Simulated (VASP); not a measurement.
# CuI (Fm-3m) in VASP: notebook, part 2 of 2

VASP 6.6.1. Earlier steps stand in the parts before.

## Step 4: Single point, PBE

This run uses another cell than the first one, of 23.91 Å³/atom, 1.020 times its volume.

Input file INCAR:

```
PREC = Accurate
ENCUT = 520
EDIFF = 1E-7
ISMEAR = -1
SIGMA = 0.05
LREAL = F
LASPH = T
NELM = 100
ALGO = Normal
ISIF = 2
LWAVE = F
LCHARG = F
GGA = PE
NBANDS = 16
```

Input file KPOINTS:

```
regular mesh
0
Gamma
  8 8 8
```

Input file POSCAR:

```
CuI
1.0
    0.0000000000      2.8810437842      2.8810437842
    2.8810437842      0.0000000000      2.8810437842
    2.8810437842      2.8810437842      0.0000000000
I Cu
1 1
Direct
    0.5000000000      0.5000000000      0.5000000000
    0.0000000000      0.0000000000      0.0000000000
```

Started as:

```console
$ cat potpaw_PBE.64/I/POTCAR potpaw_PBE.64/Cu/POTCAR > POTCAR
$ mpirun -np 1 vasp_std > vasp.out
```

It took 12 s on 1 thread of Intel Xeon 6975P-C (Granite Rapids), shared host; peak memory 0.18 GiB.

It converged, with:

| Property | Result |
| --- | --- |
| Free energy | -5.0946 eV |
| Pressure | -0.5 GPa |
| Band gap on the k mesh | zero (band 9 reaches 5.97 eV, above the bottom of band 10 at 5.55 eV) |

Levels at points of the mesh, in eV from the Fermi level:
| k point | band 7 | band 8 | band 9 | band 10 | band 11 | band 12 |
| --- | --- | --- | --- | --- | --- | --- |
| (0.00, 0.00, 0.00) | -1.85 | -1.85 | -1.85 | 0.74 | 7.27 | 7.27 |
| (0.50, 0.00, 0.00) | -1.63 | -0.07 | -0.07 | 2.74 | 4.37 | 4.37 |
| (0.50, 0.50, 0.00) | -1.64 | -1.64 | -1.54 | -0.49 | 4.41 | 9.83 |

Caveat: spin-orbit coupling is left out, which moves the levels of the heavy elements; semilocal functionals often make such compounds metallic where correlation or magnetic order opens a gap, which also shifts bond lengths.

## Step 5: Single point, PBE

This run uses another cell than the first one, of 24.38 Å³/atom, 1.040 times its volume.

INCAR is that of step 4.

Input file KPOINTS:

```
Automatic mesh
0
Gamma
  8 8 8
```

Input file POSCAR:

```
CuI
1.0
    0.0000000000      2.8997523849      2.8997523849
    2.8997523849      0.0000000000      2.8997523849
    2.8997523849      2.8997523849      0.0000000000
I Cu
1 1
Direct
    0.5000000000      0.5000000000      0.5000000000
    0.0000000000      0.0000000000      0.0000000000
```

Started as:

```console
$ cat potpaw_PBE.64/I/POTCAR potpaw_PBE.64/Cu/POTCAR > POTCAR
$ mpirun -np 1 vasp_std > vasp.out
```

Run time: 12 s. Hardware: 1 thread of Intel Xeon 6975P-C (Granite Rapids), shared host; peak memory 0.18 GiB.

It converged, with:

```
Free energy            : -5.0893 eV
Pressure               : -1.3 GPa
Band gap on the k mesh : zero (band 9 reaches 5.73 eV, above the bottom of band 10 at 5.34 eV)
```

Levels at points of the mesh, in eV from the Fermi level:
```tsv
k point	band 7	band 8	band 9	band 10	band 11	band 12
(0.00, 0.00, 0.00)	-1.84	-1.84	-1.84	0.67	7.28	7.28
(0.50, 0.00, 0.00)	-1.57	-0.08	-0.08	2.76	4.40	4.40
(0.50, 0.50, 0.00)	-1.58	-1.58	-1.49	-0.46	4.45	9.72
```

Caveat: spin-orbit coupling is left out, which moves the levels of the heavy elements; semilocal functionals often make such compounds metallic where correlation or magnetic order opens a gap, which also shifts bond lengths.

## Step 6: Single point, PBE

This run uses another cell than the first one, of 24.85 Å³/atom, 1.060 times its volume.

Input file INCAR:

```
  PREC = Accurate
  ENCUT = 520
  EDIFF = 1E-6
  ISMEAR = -1
  SIGMA = 0.05
  LREAL = F
  LASPH = T
  NELM = 80
  ALGO = Normal
  ISIF = 2
  LWAVE = F
  LCHARG = F
  GGA = PE
  NBANDS = 16
```

Input file KPOINTS:

```
regular mesh
0
Gamma
  8 8 8
```

Input file POSCAR:

```
CuI
1.0
    0.0000000000      2.9182226433      2.9182226433
    2.9182226433      0.0000000000      2.9182226433
    2.9182226433      2.9182226433      0.0000000000
I Cu
1 1
Direct
    0.5000000000      0.5000000000      0.5000000000
    0.0000000000      0.0000000000      0.0000000000
```

Potentials or basis: VASP PAW PBE potentials, release 64 (I, Cu).

Started as:

```console
$ cat potpaw_PBE.64/I/POTCAR potpaw_PBE.64/Cu/POTCAR > POTCAR
$ mpirun -np 1 vasp_std > vasp.out
```

OUTCAR:

```text
PREC = Accurate
   ENCUT = 520
   EDIFF = 1E-6
   ISMEAR = -1
   LREAL = F
   LASPH = T
   NELM = 80
   ISIF = 2
   GGA = PE

 ion  position               nearest neighbor table
   1  0.500  0.500  0.500-   2 2.92   2 2.92   2 2.92   2 2.92   2 2.92   2 2.92
   2  0.000  0.000  0.000-   1 2.92   1 2.92   1 2.92   1 2.92   1 2.92   1 2.92

  LATTYP: Found a face centered cubic cell.
 ALAT       =     5.8364452866

  Lattice vectors:

 A1 = (   0.0000000000,   2.9182226433,   2.9182226433)
 A2 = (   2.9182226433,   0.0000000000,   2.9182226433)
 A3 = (   2.9182226433,   2.9182226433,   0.0000000000)

Analysis of symmetry for initial positions (statically):
=====================================================================
 Subroutine PRICEL returns:
 Original cell was already a primitive cell.

 Routine SETGRP: Setting up the symmetry group for a
 face centered cubic supercell.

 Subroutine GETGRP returns: Found 48 space group operations
 (whereof 48 operations were pure point group operations)
 out of a pool of 48 trial point group operations.

The static configuration has the point symmetry O_h .

Analysis of symmetry for dynamics (positions and initial velocities):
=====================================================================
 Subroutine PRICEL returns:
 Original cell was already a primitive cell.

 Routine SETGRP: Setting up the symmetry group for a
 face centered cubic supercell.

 Subroutine GETGRP returns: Found 48 space group operations
 (whereof 48 operations were pure point group operations)
 out of a pool of 48 trial point group operations.

The dynamic configuration has the point symmetry O_h .

 Subroutine INISYM returns: Found 48 space group operations
 (whereof 48 operations are pure point group operations),
 and found     1 'primitive' translations
[... 108 lines left out ...]
   EMIN   =  10.00;   EMAX   =-10.00  energy-range for DOS
   EFERMI =   0.00;   METHOD = LEGACY
   ISMEAR =    -1;   SIGMA  =   0.05  broadening in eV -4-tet -1-fermi 0-gaus
   EFERMI_NEDOS =   21; number of points for ismear=-14 and -15
   IALGO  =     38    algorithm
   IMIX   =      4    mixing-type and parameters
     AMIX     =   0.40;   BMIX     =  1.00
     AMIX_MAG =   1.60;   BMIX_MAG =  1.00
  volume/ion in A,a.u.               =      24.85       167.71
  Fermi-wavevector in a.u.,A,eV,Ry     =   1.166910  2.205140 18.526757  1.361678
  Thomas-Fermi vector in A             =   2.303417
   LORBIT       =      0    0 simple, 1 ext, 2 COOP (PROOUT), +10 PAW based schemes
   GGA     = PE    functional components
   LHFCALC =     F    Hartree Fock is set to
   AEXX    =    0.0000 exact exchange contribution
   IVDW    =     0    specifies the selected vdW correction
   LEPSILON=     F    determine dielectric tensor
   LRPA    =     F    only Hartree local field effects (RPA)
 non-spin polarized calculation
  energy-cutoff  :      520.00
  volume of cell :       49.70
 maximum number of plane-waves:      1363
   NGX = 15   NGY = 15   NGZ = 15

 number of electron      17.9999993 magnetization

 Free energy of the ion-electron system (eV)
  ---------------------------------------------------
  ext. energy  EPLUGINS =         0.00000000
  ---------------------------------------------------
  free energy    TOTEN  =        -5.07976472 eV

  energy without entropy =       -5.07701871  energy(sigma->0) =       -5.07839172

 E-fermi :   5.5784     XC(G=0):  -9.7419

 val. band max:        5.4933887777   @ k =   0.5000   0.0000   0.0000
 cond. band min:       5.7610980953   @ k =   0.3750   0.3750   0.0000
 fundamental gap:      0.2677093176
 Fermi energy:         5.5784028060

 k-point     1 :       0.0000    0.0000    0.0000
  band No.  band energies     occupation
      1      -8.4272      2.00000
      2       3.7586      2.00000
      3       3.7586      2.00000
      4       3.7586      2.00000
      5       3.7667      2.00000
      6       3.7667      2.00000
[... 433 lines left out ...]
      3       1.7051      2.00000
      4       2.1489      2.00000
      5       3.9555      2.00000
      6       3.9754      2.00000
[... 8 lines left out ...]
     15      15.3868      0.00000
     16      18.1202      0.00000

 [... further k-points ...]

------------------------ aborting loop because EDIFF is reached ----------------------------------------

  FORCE on cell =-STRESS in cart. coord.  units (eV):
  Direction    XX          YY          ZZ          XY          YZ          ZX
  --------------------------------------------------------------------------------------
  -------------------------------------------------------------------------------------
  Total       -0.5924247     -0.5924247     -0.5924247      0.0000000      0.0000000      0.0000000
  in kB      -19.0967054    -19.0967054    -19.0967054      0.0000000      0.0000000      0.0000000
  external PRESSURE =     -19.0967054 kB  Pullay stress =       0.0000000 kB

 VOLUME and BASIS-vectors are now :
 -----------------------------------------------------------------------------
  energy-cutoff  :      520.00
  volume of cell :       49.70
      direct lattice vectors                 reciprocal lattice vectors
     0.000000000  2.918222643  2.918222643    -0.171337167  0.171337167  0.171337167
     2.918222643  0.000000000  2.918222643     0.171337167 -0.171337167  0.171337167
     2.918222643  2.918222643  0.000000000     0.171337167  0.171337167 -0.171337167

 POSITION                                       TOTAL-FORCE (eV/Angst)
 -----------------------------------------------------------------------------------
      2.91822      2.91822      2.91822        -0.000000      0.000000     -0.000000
      0.00000      0.00000      0.00000         0.000000     -0.000000      0.000000
 -----------------------------------------------------------------------------------
    total drift:                                0.000000     -0.000000     -0.000000

  FREE ENERGIE OF THE ION-ELECTRON SYSTEM (eV)
  ---------------------------------------------------
  free  energy   TOTEN  =        -5.0797647195 eV

  energy  without entropy=       -5.0770187148  energy(sigma->0) =       -5.07839172
```

OSZICAR:

```text
N       E                     dE             d eps       ncg     rms          rms(c)
DAV:   1     0.966704330987E+02    0.96670E+02   -0.78073E+03   936   0.124E+03
DAV:   2     0.493688883799E+00   -0.96177E+02   -0.88704E+02  1048   0.231E+02
DAV:   3    -0.510648695123E+01   -0.56002E+01   -0.55165E+01  1232   0.596E+01
DAV:   4    -0.526843901421E+01   -0.16195E+00   -0.16190E+00  1200   0.910E+00
DAV:   5    -0.527333063369E+01   -0.48916E-02   -0.48916E-02  1336   0.157E+00    0.641E+00
DAV:   6    -0.527703777135E+01   -0.37071E-02   -0.28913E+00   960   0.417E+01    0.398E+00
DAV:   7    -0.507944516209E+01    0.19759E+00   -0.79625E-01   960   0.281E+01    0.185E+00
DAV:   8    -0.508376795317E+01   -0.43228E-02   -0.64090E-02  1248   0.472E+00    0.758E-01
DAV:   9    -0.507970247938E+01    0.40655E-02   -0.16436E-02  1168   0.342E+00    0.133E-01
DAV:  10    -0.507985878534E+01   -0.15631E-03   -0.61643E-04  1488   0.513E-01    0.110E-01
DAV:  11    -0.507976103003E+01    0.97755E-04   -0.56413E-04  1200   0.636E-01    0.121E-02
DAV:  12    -0.507976476331E+01   -0.37333E-05   -0.35623E-05  1192   0.532E-02    0.933E-03
DAV:  13    -0.507976471953E+01    0.43780E-07   -0.69665E-07   800   0.729E-03
   1 F= -.50797647E+01 E0= -.50783917E+01  d E =-.274600E-02
```

stdout:

```text
POSCAR found type information on POSCAR I Cu
 POSCAR found :  2 types and       2 ions
 scaLAPACK will be used
 LDA part: xc-table for (Slater+PW92), standard interpolation
 POSCAR, INCAR and KPOINTS ok, starting setup
 FFT: planning ... GRIDC
 FFT: planning ... GRID_SOFT
 FFT: planning ... GRID
 WAVECAR not read
 entering main loop
```

It took 9.7 s on 1 thread of Intel Xeon 6975P-C (Granite Rapids), shared host; peak memory 0.17 GiB.

Results:

```
Free energy            : -5.0798 eV
Pressure               : -1.9 GPa
Band gap on the k mesh : zero (band 9 reaches 5.49 eV, above the bottom of band 10 at 5.15 eV)
```

Caveat: spin-orbit coupling is left out, which moves the levels of the heavy elements; semilocal functionals often make such compounds metallic where correlation or magnetic order opens a gap, which also shifts bond lengths.

## Step 7: Overview

| cell | gap on the mesh (eV) | pressure (GPa) |
| --- | --- | --- |
| a = 4.048 Å, angles 60.0°, 2 atoms | none | 0.4 |
| a = 4.074 Å, angles 60.0°, 2 atoms | none | -0.5 |
| a = 4.101 Å, angles 60.0°, 2 atoms | none | -1.3 |
| a = 4.127 Å, angles 60.0°, 2 atoms | none | -1.9 |

Alike in all rows: task single point; level PBE; potentials or basis VASP PAW PBE potentials, release 64 (I, Cu); no spin polarisation; k mesh 8 × 8 × 8; cutoff (eV) 520; smearing fermi-dirac 0.05 eV.

Caveats: spin-orbit coupling is left out, which moves the levels of the heavy elements; semilocal functionals often make such compounds metallic where correlation or magnetic order opens a gap, which also shifts bond lengths.

Total energies depend on the potentials used, so only differences within one code and one set of settings carry meaning.
